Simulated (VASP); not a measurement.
# PbSe in VASP: notebook

Runs on PbSe. Level: r2SCAN. Tasks: single point.

Everything below comes from runs of VASP 6.6.1. Logs are shortened: lines on timing, memory, paths and dates and some standing lists are left out, and cuts for length are marked.

## Step 1: The cell of the first run

The cell holds a slab with vacuum, 8 atoms: a = 4.369 Å, b = 4.369 Å, c = 24.269 Å, α = 90.00°, β = 90.00°, γ = 90.00°.

## Step 2: Single point, r2SCAN

File POSCAR:

```
PbSe
1.0
    4.3693437079      0.0000000000      0.0000000000
    0.0000000000      4.3693437079      0.0000000000
    0.0000000000      0.0000000000     24.2687776955
Pb Se
4 4
Direct
    0.5000000000      0.5000000000      0.3129157784
    0.0000000000      0.0000000000      0.4301605220
    0.5000000000      0.5000000000      0.5698393522
    0.0000000000      0.0000000000      0.6870842514
    0.0000000000      0.0000000000      0.3121648922
    0.5000000000      0.5000000000      0.4301937357
    0.0000000000      0.0000000000      0.5698064003
    0.5000000000      0.5000000000      0.6878350678
```

File INCAR.step1:

```
  ALGO = Normal
  DIPOL = 0.5 0.5 0.500
  EDIFF = 1E-4
  ENCUT = 520
  GGA = PE
  IDIPOL = 3
  ISMEAR = 0
  LASPH = T
  LCHARG = F
  LDIPOL = T
  LREAL = F
  LWAVE = T
  NBANDS = 50
  NELM = 100
  PREC = Accurate
  SIGMA = 0.05
```

File INCAR.step2:

```
  ALGO = Normal
  DIPOL = 0.5 0.5 0.500
  EDIFF = 1E-7
  ENCUT = 520
  IDIPOL = 3
  ISIF = 2
  ISMEAR = 0
  ISTART = 1
  LASPH = T
  LCHARG = F
  LDIPOL = T
  LMIXTAU = T
  LREAL = F
  LWAVE = F
  METAGGA = R2SCAN
  NBANDS = 50
  NELM = 100
  PREC = Accurate
  SIGMA = 0.05
```

File KPOINTS:

```
k-points
0
Gamma
  6 6 1
```

Potentials or basis: VASP PAW PBE potentials, release 64 (Pb_d, Se).

The run is started by

```bash
> cat potpaw_PBE.64/Pb_d/POTCAR potpaw_PBE.64/Se/POTCAR > POTCAR
> cp INCAR.step1 INCAR
> mpirun -np 1 vasp_std > vasp.out
> cp INCAR.step2 INCAR
> mpirun -np 1 vasp_std > vasp.out
```

OUTCAR:

```text
EDIFF = 1E-7
   ENCUT = 520
   ISIF = 2
   ISMEAR = 0
   ISTART = 1
   LASPH = T
   LREAL = F
   METAGGA = R2SCAN
   NELM = 100
   PREC = Accurate

 ion  position               nearest neighbor table
   1  0.500  0.500  0.313-   6 2.85   5 3.09   5 3.09   5 3.09   5 3.09
   2  0.000  0.000  0.430-   5 2.86   6 3.09   6 3.09   6 3.09   6 3.09   7 3.39
   3  0.500  0.500  0.570-   8 2.86   7 3.09   7 3.09   7 3.09   7 3.09   6 3.39
   4  0.000  0.000  0.687-   7 2.85   8 3.09   8 3.09   8 3.09   8 3.09
   5  0.000  0.000  0.312-   2 2.86   1 3.09   1 3.09   1 3.09   1 3.09
   6  0.500  0.500  0.430-   1 2.85   2 3.09   2 3.09   2 3.09   2 3.09   3 3.39
   7  0.000  0.000  0.570-   4 2.85   3 3.09   3 3.09   3 3.09   3 3.09   2 3.39
   8  0.500  0.500  0.688-   3 2.86   4 3.09   4 3.09   4 3.09   4 3.09

  LATTYP: Found a simple tetragonal cell.
 ALAT       =     4.3693437079
 C/A-ratio  =     5.5543301965

  Lattice vectors:

 A1 = (   4.3693437079,   0.0000000000,   0.0000000000)
 A2 = (   0.0000000000,   4.3693437079,   0.0000000000)
 A3 = (   0.0000000000,   0.0000000000,  24.2687776955)

Analysis of symmetry for initial positions (statically):
=====================================================================
 Subroutine PRICEL returns:
 Original cell was already a primitive cell.

 Routine SETGRP: Setting up the symmetry group for a
 simple tetragonal supercell.

 Subroutine GETGRP returns: Found 16 space group operations
 (whereof  8 operations were pure point group operations)
 out of a pool of 16 trial point group operations.

The static configuration has the point symmetry C_4v.
 The point group associated with its full space group is D_4h.

Analysis of symmetry for dynamics (positions and initial velocities):
=====================================================================
 Subroutine PRICEL returns:
 Original cell was already a primitive cell.

 Routine SETGRP: Setting up the symmetry group for a
 simple tetragonal supercell.

 Subroutine GETGRP returns: Found 16 space group operations
 (whereof  8 operations were pure point group operations)
 out of a pool of 16 trial point group operations.

The dynamic configuration has the point symmetry C_4v.
 The point group associated with its full space group is D_4h.

 Subroutine INISYM returns: Found 16 space group operations
 (whereof  8 operations are pure point group operations),
[... 100 lines left out ...]
   ISYM   =      2    0-nonsym 1-usesym 2-fastsym
   POTIM  = 0.5000    time-step for ionic-motion
   TEBEG  =    0.0;   TEEND  =   0.0 temperature during run
   PSTRESS=    0.0 pullay stress
   NELECT =      80.0000    total number of electrons
   NUPDOWN=      -1.0000    fix difference up-down
   EMIN   =  10.00;   EMAX   =-10.00  energy-range for DOS
   EFERMI =   0.00;   METHOD = LEGACY
   ISMEAR =     0;   SIGMA  =   0.05  broadening in eV -4-tet -1-fermi 0-gaus
   EFERMI_NEDOS =   21; number of points for ismear=-14 and -15
   IALGO  =     38    algorithm
   IMIX   =      4    mixing-type and parameters
     AMIX     =   0.40;   BMIX     =  1.00
     AMIX_MAG =   1.60;   BMIX_MAG =  1.00
  volume/ion in A,a.u.               =      57.91       390.83
  Fermi-wavevector in a.u.,A,eV,Ry     =   0.911615  1.722702 11.307008  0.831042
  Thomas-Fermi vector in A             =   2.035915
   LORBIT       =      0    0 simple, 1 ext, 2 COOP (PROOUT), +10 PAW based schemes
   METAGGA = R2SCAN    functional components
   LHFCALC =     F    Hartree Fock is set to
   AEXX    =    0.0000 exact exchange contribution
   IVDW    =     0    specifies the selected vdW correction
   LEPSILON=     F    determine dielectric tensor
   LRPA    =     F    only Hartree local field effects (RPA)
 non-spin polarized calculation
 Gauss-broadening in eV      SIGMA  =   0.05
  energy-cutoff  :      520.00
  volume of cell :      463.32
 maximum number of plane-waves:     12552
   NGX = 17   NGY = 17   NGZ = 91

 number of electron      79.9999987 magnetization

 dipolmoment           0.000000      0.000000      0.000025 electrons x Angstroem

 Free energy of the ion-electron system (eV)
  ---------------------------------------------------
  ext. energy  EPLUGINS =         0.00000000
  ---------------------------------------------------
  free energy    TOTEN  =      -287.26986479 eV

  energy without entropy =     -287.26986479  energy(sigma->0) =     -287.26986479

 E-fermi :   0.0431     XC(G=0):  -5.3900

 val. band max:       -0.2450502037   @ k =   0.5000   0.0000   0.0000
 cond. band min:       1.3617586854   @ k =   0.5000   0.0000   0.0000
 fundamental gap:      1.6068088891
 Fermi energy:         0.0431035170

 k-point     1 :       0.0000    0.0000    0.0000
  band No.  band energies     occupation
      1     -17.3521      2.00000
      2     -17.3416      2.00000
      3     -17.2452      2.00000
      4     -17.2450      2.00000
      5     -17.2298      2.00000
      6     -17.2298      2.00000
[... 519 lines left out ...]
     49       5.6302      0.00000
     50       5.6302      0.00000

------------------------ aborting loop because EDIFF is reached ----------------------------------------

 vacuum level on the upper side and lower side of the slab       (xc-potential included)         0.021         0.021

  FORCE on cell =-STRESS in cart. coord.  units (eV):
  Direction    XX          YY          ZZ          XY          YZ          ZX
  --------------------------------------------------------------------------------------
  -------------------------------------------------------------------------------------
  Total        0.2167709      0.2167709      0.0529880      0.0000000      0.0000000      0.0000000
  in kB        0.7496029      0.7496029      0.1832347      0.0000000      0.0000000      0.0000000
  external PRESSURE =       0.5608135 kB  Pullay stress =       0.0000000 kB

 VOLUME and BASIS-vectors are now :
 -----------------------------------------------------------------------------
  energy-cutoff  :      520.00
  volume of cell :      463.32
      direct lattice vectors                 reciprocal lattice vectors
     4.369343708  0.000000000  0.000000000     0.228867324  0.000000000  0.000000000
     0.000000000  4.369343708  0.000000000     0.000000000  0.228867324  0.000000000
     0.000000000  0.000000000 24.268777695     0.000000000  0.000000000  0.041205207

 POSITION                                       TOTAL-FORCE (eV/Angst)
 -----------------------------------------------------------------------------------
      2.18467      2.18467      7.59408        -0.000000      0.000000     -0.000730
      0.00000      0.00000     10.43947         0.000000     -0.000000      0.015353
      2.18467      2.18467     13.82930         0.000000      0.000000     -0.015353
      0.00000      0.00000     16.67469         0.000000     -0.000000      0.000730
      0.00000      0.00000      7.57586         0.000000      0.000000     -0.016399
      2.18467      2.18467     10.44028         0.000000     -0.000000      0.008594
      0.00000      0.00000     13.82850         0.000000      0.000000     -0.008594
      2.18467      2.18467     16.69292        -0.000000     -0.000000      0.016399
 -----------------------------------------------------------------------------------
    total drift:                                0.000000     -0.000000      0.004381

  FREE ENERGIE OF THE ION-ELECTRON SYSTEM (eV)
  ---------------------------------------------------
  free  energy   TOTEN  =      -287.2698647860 eV

  energy  without entropy=     -287.2698647860  energy(sigma->0) =     -287.26986479

 vacuum level on the upper side and lower side of the slab         4.526         4.526
```

OUTCAR.step1:

```text
EDIFF = 1E-4
   ENCUT = 520
   GGA = PE
   ISMEAR = 0
   LASPH = T
   LREAL = F
   NELM = 100
[... 765 lines left out ...]
      0.00000      0.00000     13.82850        -0.000000      0.000000     -0.127722
      2.18467      2.18467     16.69292        -0.000000     -0.000000      0.173239
 -----------------------------------------------------------------------------------
    total drift:                                0.000000     -0.000000      0.004218

  FREE ENERGIE OF THE ION-ELECTRON SYSTEM (eV)
  ---------------------------------------------------
  free  energy   TOTEN  =       -32.3994132505 eV

  energy  without entropy=      -32.3994132505  energy(sigma->0) =      -32.39941325

 vacuum level on the upper side and lower side of the slab         3.935         3.935
```

Run time: 16 min. Hardware: 1 thread of Intel Xeon Platinum 8259CL at 2.50GHz (Skylake/Cascade Lake), shared host; peak memory 0.59 GiB.

What came out:

| Property | Result |
| --- | --- |
| Free energy | -287.2699 eV |
| Largest force | 0.016 eV/Å |
| Band gap on the k mesh | 1.61 eV, direct |

Forces on the atoms (eV/Å):
```
Pb   0.000  0.000 -0.001
Pb   0.000  0.000  0.015
Pb   0.000  0.000 -0.015
Pb   0.000  0.000  0.001
Se   0.000  0.000 -0.016
Se   0.000  0.000  0.009
Se   0.000  0.000 -0.009
Se   0.000  0.000  0.016
```

Levels at points of the mesh, in eV from the valence-band top:
```
           k point  band 37  band 38  band 39  band 40  band 41  band 42  band 43  band 44
(0.00, 0.00, 0.00)    -1.49    -1.49    -0.91    -0.42     2.14     3.31     4.66     4.72
(0.50, 0.00, 0.00)    -0.20    -0.20     0.00     0.00     1.61     1.61     1.99     1.99
(0.50, 0.50, 0.00)    -2.15    -2.15    -1.05    -1.05     3.36     3.36     4.90     4.90
```

Caveat: the PAW data sets were made with another functional, which shifts forces and pressure a little; spin-orbit coupling is left out, which moves the levels of the heavy elements.

## Step 3: Single point, r2SCAN

File POSCAR:

```
PbSe
1.0
    4.3693437079      0.0000000000      0.0000000000
    0.0000000000      4.3693437079      0.0000000000
    0.0000000000      0.0000000000     24.2687776955
Pb Se
4 4
Direct
    0.5000000000      0.5000000000      0.3090390498
    0.0000000000      0.0000000000      0.4363463499
    0.5000000000      0.5000000000      0.5636536501
    0.0000000000      0.0000000000      0.6909609502
    0.0000000000      0.0000000000      0.3090390498
    0.5000000000      0.5000000000      0.4363463499
    0.0000000000      0.0000000000      0.5636536501
    0.5000000000      0.5000000000      0.6909609502
```

File INCAR.step1:

```
ALGO     = Normal         # electronic algorithm
DIPOL    = 0.5 0.5 0.500
EDIFF    = 1E-4           # SCF threshold, eV
ENCUT    = 520            # plane-wave cutoff, eV
GGA      = PE             # functional
IDIPOL   = 3            
ISMEAR   = 0              # smearing method
LASPH    = True           # aspherical terms in the spheres
LCHARG   = False          # write CHGCAR
LDIPOL   = True         
LREAL    = False          # projectors in reciprocal space
LWAVE    = True           # write WAVECAR
NBANDS   = 50             # bands
NELM     = 100            # most SCF steps
PREC     = Accurate       # precision mode
SIGMA    = 0.05           # smearing width, eV
```

File INCAR.step2:

```
ALGO     = Normal         # electronic algorithm
DIPOL    = 0.5 0.5 0.500
EDIFF    = 1E-7           # SCF threshold, eV
ENCUT    = 520            # plane-wave cutoff, eV
IDIPOL   = 3            
ISIF     = 2              # what is computed and relaxed
ISMEAR   = 0              # smearing method
ISTART   = 1            
LASPH    = True           # aspherical terms in the spheres
LCHARG   = False          # write CHGCAR
LDIPOL   = True         
LMIXTAU  = True         
LREAL    = False          # projectors in reciprocal space
LWAVE    = False          # write WAVECAR
METAGGA  = R2SCAN         # meta-GGA
NBANDS   = 50             # bands
NELM     = 100            # most SCF steps
PREC     = Accurate       # precision mode
SIGMA    = 0.05           # smearing width, eV
```

KPOINTS is that of step 2.

Potentials or basis: VASP PAW PBE potentials, release 64 (Pb_d, Se).

The run is started by

```bash
> cat potpaw_PBE.64/Pb_d/POTCAR potpaw_PBE.64/Se/POTCAR > POTCAR
> cp INCAR.step1 INCAR
> mpirun -np 1 vasp_std > vasp.out
> cp INCAR.step2 INCAR
> mpirun -np 1 vasp_std > vasp.out
```

Run time: 38 min. Hardware: 1 thread of Oxide Virtual Turin-like, shared host; peak memory 0.56 GiB.

It converged, with:

| Property | Result |
| --- | --- |
| Free energy | -287.0525 eV |
| Largest force | 0.447 eV/Å |
| Band gap on the k mesh | 1.27 eV, direct |

Forces in eV/Å, atoms in the order of the input:
```
Pb   0.000  0.000  0.437
Pb   0.000  0.000 -0.417
Pb   0.000  0.000  0.417
Pb   0.000  0.000 -0.437
Se   0.000  0.000  0.222
Se   0.000  0.000 -0.447
Se   0.000  0.000  0.447
Se   0.000  0.000 -0.222
```

Levels at points of the mesh, in eV from the valence-band top:
```
           k point  band 38  band 39  band 40  band 41  band 42  band 43
(0.00, 0.00, 0.00)    -1.68    -1.14    -0.81     2.11     3.05     3.79
(0.50, 0.00, 0.00)    -0.27     0.00     0.00     1.27     1.27     1.77
(0.50, 0.50, 0.00)    -2.36    -0.95    -0.95     2.63     2.63     4.71
```

Caveat: the PAW data sets were made with another functional, which shifts forces and pressure a little; spin-orbit coupling is left out, which moves the levels of the heavy elements.
